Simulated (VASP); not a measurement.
# LiF (R3m) in VASP: a series of runs

The runs below take LiF through single point, with PBE.

All numbers are computed with VASP 6.6.1; they aren't measurements. Logs are shortened: lines on timing, memory, paths and dates and some standing lists are left out, and cuts for length are marked.

### 1 The cell of the first run

Symmetry: R3m, No. 160, trigonal system. The conventional cell has a = 2.834 Å, b = 2.834 Å, c = 7.152 Å, α = 90.00°, β = 90.00°, γ = 120.00°. Li (site symmetry 3m) has 6 F at 1.86 to 2.22 Å within 2.5 Å. F (site symmetry 3m) has 6 Li at 1.86 to 2.22 Å within 2.5 Å.

### 2 Single point, PBE (strained and its atoms moved)

Input file INCAR:

```
SYSTEM = LiF
PREC = Accurate ; ENCUT = 520
EDIFF = 1E-6 ; ISMEAR = 0
SIGMA = 0.02 ; LREAL = .FALSE.
LASPH = .TRUE. ; NELM = 60
ALGO = Normal ; ISIF = 2
LWAVE = .FALSE. ; LCHARG = .TRUE.
GGA = PE ; LELF = .TRUE.
LVHAR = .TRUE. ; NBANDS = 12
```

Input file KPOINTS:

```
regular mesh
0
G
  10 10 10
  0 0 0
```

Input file POSCAR:

```
LiF
1.0
    0.0000000000      2.0041918200      2.0041918200
    2.0444718200     -0.0402800000      2.0444718200
    2.0041918200      2.0041918200      0.0000000000
Li F
1 1
Direct
    0.0215001342     -0.0645004025      0.0215001342
    0.4784998658      0.5645004025      0.4784998658
```

Potentials or basis: VASP PAW PBE potentials, release 64 (Li_sv, F).

Started as:

```sh
$ cat potpaw_PBE.64/Li_sv/POTCAR potpaw_PBE.64/F/POTCAR > POTCAR
$ mpirun -np 1 vasp_std > vasp.out
```

OUTCAR:

```text
SYSTEM = LiF
   PREC = Accurate
   ENCUT = 520
   EDIFF = 1E-6
   ISMEAR = 0
   LREAL = .FALSE.
   LASPH = .TRUE.
   NELM = 60
   ISIF = 2
   GGA = PE

 ion  position               nearest neighbor table
   1  0.022  0.935  0.022-   2 1.86   2 1.86   2 1.86   2 2.22   2 2.22   2 2.22
   2  0.478  0.565  0.478-   1 1.86   1 1.86   1 1.86   1 2.22   1 2.22   1 2.22

  LATTYP: Found a trigonal (rhomboedric) cell.
 ALAT       =     2.8916003396
 COS(alpha) =     0.5196010646

  Lattice vectors:

 A1 = (   0.0402800000,  -2.0444718200,   2.0444718200)
 A2 = (   2.0444718200,  -2.0444718200,   0.0402800000)
 A3 = (   2.0444718200,  -0.0402800000,   2.0444718200)

Analysis of symmetry for initial positions (statically):
=====================================================================
 Subroutine PRICEL returns:
 Original cell was already a primitive cell.

 Routine SETGRP: Setting up the symmetry group for a
 trigonal (rhombohedral) supercell.

 Subroutine GETGRP returns: Found  6 space group operations
 (whereof  6 operations were pure point group operations)
 out of a pool of 12 trial point group operations.

The static configuration has the point symmetry C_3v.

Analysis of symmetry for dynamics (positions and initial velocities):
=====================================================================
 Subroutine PRICEL returns:
 Original cell was already a primitive cell.

 Routine SETGRP: Setting up the symmetry group for a
 trigonal (rhombohedral) supercell.

 Subroutine GETGRP returns: Found  6 space group operations
 (whereof  6 operations were pure point group operations)
 out of a pool of 12 trial point group operations.

The dynamic configuration has the point symmetry C_3v.

 Subroutine INISYM returns: Found  6 space group operations
 (whereof  6 operations are pure point group operations),
 and found     1 'primitive' translations

----------------------------------------------------------------------------------------

                                     Primitive cell

  volume of cell :      16.5862

  direct lattice vectors                    reciprocal lattice vectors
     0.000000000  2.004191820  2.004191820    -0.247043504  0.247043504  0.251910733
     2.044471820 -0.040280000  2.044471820     0.242176275 -0.242176275  0.242176275
     2.004191820  2.004191820  0.000000000     0.251910733  0.247043504 -0.247043504

  length of vectors
     2.834355253  2.891600340  2.834355253     0.430720330  0.419461613  0.430720330

  position of ions in fractional coordinates (direct lattice)
     0.021500134  0.935499597  0.021500134
     0.478499866  0.564500403  0.478499866

  ion indices of the primitive-cell ions
   primitive index   ion index
                 1           1
                 2           2

----------------------------------------------------------------------------------------

 KPOINTS: regular mesh

Automatic generation of k-mesh.
 Grid dimensions read from file:
 generate k-points for:   10   10   10

 Generating k-lattice:

  Cartesian coordinates                     Fractional coordinates (reciprocal lattice)
    -0.024704350  0.024704350  0.025191073     0.100000000  0.000000000  0.000000000
     0.024217628 -0.024217628  0.024217628     0.000000000  0.100000000  0.000000000
     0.025191073  0.024704350 -0.024704350     0.000000000  0.000000000  0.100000000

  Length of vectors
     0.043072033  0.041946161  0.043072033

  Shift w.r.t. Gamma in fractional coordinates (k-lattice)
     0.000000000  0.000000000  0.000000000

 Subroutine IBZKPT returns following result:
 ===========================================

 Found    116 irreducible k-points:

 Following reciprocal coordinates:
            Coordinates               Weight
  0.000000  0.000000  0.000000      1.000000
  0.100000  0.000000  0.000000      6.000000
  0.200000  0.000000  0.000000      6.000000
  0.300000  0.000000  0.000000      6.000000
  0.400000  0.000000  0.000000      6.000000
  0.500000  0.000000  0.000000      3.000000
[... 16 lines left out ...]
 -0.400000  0.200000  0.000000      6.000000
 -0.300000  0.200000  0.000000      6.000000
 [... further k-points ...]
   k-points           NKPTS =    116   k-points in BZ     NKDIM =    116   number of bands    NBANDS=     12
   number of dos      NEDOS =    301   number of ions     NIONS =      2
   total plane-waves  NPLWV =  13824
   dimension x,y,z NGX =    24 NGY =   24 NGZ =   24
   dimension x,y,z NGXF=    48 NGYF=   48 NGZF=   48
   ions per type =               1   1
   NGX,Y,Z   is equivalent  to a cutoff of  14.08, 13.80, 14.08 a.u.
   NGXF,Y,Z  is equivalent  to a cutoff of  28.15, 27.60, 28.15 a.u.
 SYSTEM =  LiF
   PREC   = accura    normal or accurate (medium, high low for compatibility)
   ISTART =      0    job   : 0-new  1-cont  2-samecut
   ICHARG =      2    charge: 1-file 2-atom 10-const
   ISPIN  =      1    spin polarized calculation?
   LNONCOLLINEAR =      F non collinear calculations
   LSORBIT =      F    spin-orbit coupling
   LASPH  =      T    aspherical Exc in radial PAW
   ENCUT  =  520.0 eV  38.22 Ry    6.18 a.u.   5.27  5.38  5.27*2*pi/ulx,y,z
   NELM   =     60;   NELMIN=  2; NELMDL= -5     # of ELM steps
   EDIFF  = 0.1E-05   stopping-criterion for ELM
   LREAL  =      F    real-space projection
   EDIFFG = 0.1E-04   stopping-criterion for IOM
   NSW    =      0    number of steps for IOM
   IBRION =     -1    ionic relax: 0-MD 1-quasi-New 2-CG
   NFREE  =      0    steps in history (QN), initial steepest desc. (CG)
   ISIF   =      2    stress and relaxation
   ISYM   =      2    0-nonsym 1-usesym 2-fastsym
   POTIM  = 0.5000    time-step for ionic-motion
   TEBEG  =    0.0;   TEEND  =   0.0 temperature during run
   PSTRESS=    0.0 pullay stress
   NELECT =      10.0000    total number of electrons
   NUPDOWN=      -1.0000    fix difference up-down
   EMIN   =  10.00;   EMAX   =-10.00  energy-range for DOS
   EFERMI =   0.00;   METHOD = LEGACY
   ISMEAR =     0;   SIGMA  =   0.02  broadening in eV -4-tet -1-fermi 0-gaus
   EFERMI_NEDOS =   21; number of points for ismear=-14 and -15
   IALGO  =     38    algorithm
   IMIX   =      4    mixing-type and parameters
     AMIX     =   0.40;   BMIX     =  1.00
     AMIX_MAG =   1.60;   BMIX_MAG =  1.00
  volume/ion in A,a.u.               =       8.29        55.96
  Fermi-wavevector in a.u.,A,eV,Ry     =   1.383012  2.613513 26.024152  1.912721
  Thomas-Fermi vector in A             =   2.507649
   LORBIT       =      0    0 simple, 1 ext, 2 COOP (PROOUT), +10 PAW based schemes
   GGA     = PE    functional components
   LHFCALC =     F    Hartree Fock is set to
   AEXX    =    0.0000 exact exchange contribution
   IVDW    =     0    specifies the selected vdW correction
   LEPSILON=     F    determine dielectric tensor
   LRPA    =     F    only Hartree local field effects (RPA)
 non-spin polarized calculation
 Gauss-broadening in eV      SIGMA  =   0.02
  energy-cutoff  :      520.00
  volume of cell :       16.59
 maximum number of plane-waves:       459
 NGX is ok and might be reduce to    24
   NGX = 11   NGY = 11   NGZ = 11

 number of electron      10.0000000 magnetization

 number of electron       9.9999994 magnetization

 Free energy of the ion-electron system (eV)
  ---------------------------------------------------
  ext. energy  EPLUGINS =         0.00000000
  ---------------------------------------------------
  free energy    TOTEN  =        -9.56369607 eV

  energy without entropy =       -9.56369607  energy(sigma->0) =       -9.56369607

 E-fermi :  -1.0616     XC(G=0):  -9.8678

 val. band max:       -1.1674496214   @ k =   0.0000   0.0000   0.0000
 cond. band min:       7.7018128872   @ k =   0.0000   0.0000   0.0000
 fundamental gap:      8.8692625086
 Fermi energy:        -1.0615591946

 k-point     1 :       0.0000    0.0000    0.0000
  band No.  band energies     occupation
      1     -41.9869      2.00000
      2     -21.0737      2.00000
      3      -1.1774      2.00000
      4      -1.1774      2.00000
      5      -1.1674      2.00000
      6       7.7018      0.00000
      7      20.6820      0.00000
      8      22.0487      0.00000
      9      22.0487      0.00000
     10      24.3658      0.00000
     11      24.3658      0.00000
     12      25.0889      0.00000

 k-point     2 :       0.1000    0.0000    0.0000
  band No.  band energies     occupation
      1     -41.9811      2.00000
      2     -21.0386      2.00000
      3      -1.4676      2.00000
      4      -1.2065      2.00000
      5      -1.1790      2.00000
      6       7.9850      0.00000
      7      19.9067      0.00000
      8      20.9003      0.00000
      9      21.5029      0.00000
     10      23.7648      0.00000
     11      24.6182      0.00000
     12      25.3264      0.00000

 k-point     3 :       0.2000    0.0000    0.0000
  band No.  band energies     occupation
      1     -41.9658      2.00000
      2     -20.9436      2.00000
      3      -2.1244      2.00000
      4      -1.2811      2.00000
      5      -1.2521      2.00000
      6       8.6432      0.00000
      7      17.7184      0.00000
      8      19.9320      0.00000
      9      20.3091      0.00000
     10      24.1887      0.00000
     11      25.5584      0.00000
     12      26.1527      0.00000

 k-point     4 :       0.3000    0.0000    0.0000
  band No.  band energies     occupation
      1     -41.9466      2.00000
      2     -20.8208      2.00000
      3      -2.8526      2.00000
      4      -1.3705      2.00000
      5      -1.3410      2.00000
      6       9.2778      0.00000
      7      16.0606      0.00000
      8      19.0731      0.00000
      9      19.1670      0.00000
     10      25.4412      0.00000
     11      27.0481      0.00000
     12      27.4004      0.00000

 k-point     5 :       0.4000    0.0000    0.0000
  band No.  band energies     occupation
      1     -41.9311      2.00000
      2     -20.7175      2.00000
      3      -3.3960      2.00000
      4      -1.4406      2.00000
      5      -1.4108      2.00000
      6       9.6161      0.00000
      7      15.1860      0.00000
      8      18.4048      0.00000
      9      18.5919      0.00000
     10      26.9718      0.00000
     11      28.6231      0.00000
     12      28.7210      0.00000
[... 228 lines left out ...]
      1     -41.9302      2.00000
      2     -20.6739      2.00000
      3      -3.1953      2.00000
      4      -1.8325      2.00000
      5      -1.7240      2.00000
      6      10.7897      0.00000
      7      14.8341      0.00000
      8      18.2608      0.00000
      9      19.0295      0.00000
     10      22.7938      0.00000
     11      30.0610      0.00000
     12      30.7741      0.00000

 k-point    22 :       0.5000    0.2000    0.0000
  band No.  band energies     occupation
      1     -41.9209      2.00000
      2     -20.5995      2.00000
      3      -3.4540      2.00000
      4      -2.0950      2.00000
      5      -1.7041      2.00000
      6      11.1251      0.00000
      7      14.2382      0.00000
      8      18.1655      0.00000
      9      18.5971      0.00000
     10      24.4243      0.00000
     11      30.0692      0.00000
     12      30.9380      0.00000

 k-point    23 :      -0.4000    0.2000    0.0000
  band No.  band energies     occupation
      1     -41.9210      2.00000
      2     -20.5946      2.00000
      3      -3.3989      2.00000
      4      -2.2880      2.00000
      5      -1.5997      2.00000
      6      10.9845      0.00000
      7      14.2945      0.00000
      8      18.2431      0.00000
      9      18.4383      0.00000
     10      26.0840      0.00000
     11      29.4149      0.00000
     12      29.7743      0.00000

 k-point    24 :      -0.3000    0.2000    0.0000
  band No.  band energies     occupation
      1     -41.9303      2.00000
      2     -20.6607      2.00000
      3      -3.0921      2.00000
      4      -2.2916      2.00000
      5      -1.4479      2.00000
      6      10.5724      0.00000
      7      14.7064      0.00000
      8      18.3884      0.00000
      9      18.6375      0.00000
     10      27.3983      0.00000
     11      27.8239      0.00000
     12      28.5273      0.00000

 [... further k-points ...]

------------------------ aborting loop because EDIFF is reached ----------------------------------------

  FORCE on cell =-STRESS in cart. coord.  units (eV):
  Direction    XX          YY          ZZ          XY          YZ          ZX
  --------------------------------------------------------------------------------------
  -------------------------------------------------------------------------------------
  Total        0.4445614      0.4445614      0.4445614      0.1734927      0.1734927     -0.1734927
  in kB       42.9432961     42.9432961     42.9432961     16.7588708     16.7588708    -16.7588708
  external PRESSURE =      42.9432961 kB  Pullay stress =       0.0000000 kB

 VOLUME and BASIS-vectors are now :
 -----------------------------------------------------------------------------
  energy-cutoff  :      520.00
  volume of cell :       16.59
      direct lattice vectors                 reciprocal lattice vectors
     0.000000000  2.004191820  2.004191820    -0.247043504  0.247043504  0.251910733
     2.044471820 -0.040280000  2.044471820     0.242176275 -0.242176275  0.242176275
     2.004191820  2.004191820  0.000000000     0.251910733  0.247043504 -0.247043504

 POSITION                                       TOTAL-FORCE (eV/Angst)
 -----------------------------------------------------------------------------------
      1.95569      0.04850      1.95569         0.274279     -0.274279      0.274279
      2.11311      1.89527      2.11311        -0.274279      0.274279     -0.274279
 -----------------------------------------------------------------------------------
    total drift:                               -0.000055      0.000052     -0.000055

  FREE ENERGIE OF THE ION-ELECTRON SYSTEM (eV)
  ---------------------------------------------------
  free  energy   TOTEN  =        -9.5636960688 eV

  energy  without entropy=       -9.5636960688  energy(sigma->0) =       -9.56369607
```

It took 35 s on 1 thread of Intel Xeon 6975P-C, shared host; peak memory 0.14 GiB.

What came out:

```yaml
Free_energy: -9.5637 eV
Largest_force: 0.475 eV/Å
Band_gap_on_the_k_mesh: 8.87 eV, direct
```

Forces in eV/Å, atoms in the order of the input:
```
Li   0.274 -0.274  0.274
F   -0.274  0.274 -0.274
```

Caveat: the cell differs from its parent crystal (strained and its atoms moved); the cutoff is under 1.25 times the usual one of these potentials, so pressure, stress and relaxed cells hold a basis-set (Pulay) error. A k mesh can miss the band edges.

### 3 Single point, PBE (strained and its atoms moved)

Input file INCAR:

```
  PREC = Accurate
  ENCUT = 520
  EDIFF = 1E-6
  ISMEAR = 0
  SIGMA = 0.02
  LREAL = F
  LASPH = T
  NELM = 100
  ALGO = Normal
  ISIF = 2
  LWAVE = F
  LCHARG = F
  GGA = PE
  NBANDS = 12
```

Input file KPOINTS:

```
Automatic mesh
0
Gamma
  10 10 10
```

Input file POSCAR:

```
LiF
1.0
    0.2416800000      2.1749790200      2.1749790200
    2.1749790200      0.2416800000      2.1749790200
    2.1749790200      2.1749790200      0.2416800000
Li F
1 1
Direct
    0.0086000537      0.0086000537      0.0086000537
    0.4913999463      0.4913999463      0.4913999463
```

Potentials or basis: VASP PAW PBE potentials, release 64 (Li_sv, F).

Started as:

```sh
$ cat potpaw_PBE.64/Li_sv/POTCAR potpaw_PBE.64/F/POTCAR > POTCAR
$ mpirun -np 1 vasp_std > vasp.out
```

Run time: 14 s. Hardware: 1 thread of Intel Xeon Platinum 8259CL at 2.50GHz (Skylake/Cascade Lake), shared host; peak memory 0.14 GiB.

Results (log left out):

- Free energy: -9.4877 eV
- Largest force: 0.111 eV/Å
- Band gap on the k mesh: 8.06 eV, direct

Forces in eV/Å, atoms in the order of the input:
```
Li  -0.064 -0.064 -0.064
F    0.064  0.064  0.064
```

Levels at points of the mesh, in eV from the valence-band top:
| k point | band 2 | band 3 | band 4 | band 5 | band 6 | band 7 | band 8 | band 9 |
| --- | --- | --- | --- | --- | --- | --- | --- | --- |
| (0.00, 0.00, 0.00) | -20.23 | -1.01 | 0.00 | 0.00 | 8.06 | 19.73 | 21.73 | 23.61 |
| (0.50, 0.00, 0.00) | -19.70 | -2.74 | -0.93 | -0.41 | 9.68 | 15.88 | 17.42 | 18.56 |
| (0.50, 0.50, 0.00) | -19.54 | -3.16 | -1.68 | -0.80 | 13.48 | 14.97 | 17.13 | 19.14 |
| (0.50, 0.50, 0.50) | -20.05 | -2.90 | -0.09 | -0.09 | 10.75 | 13.93 | 20.29 | 20.29 |

Caveat: the cell differs from its parent crystal (strained and its atoms moved); the cutoff is under 1.25 times the usual one of these potentials, so pressure, stress and relaxed cells hold a basis-set (Pulay) error. A k mesh can miss the band edges.
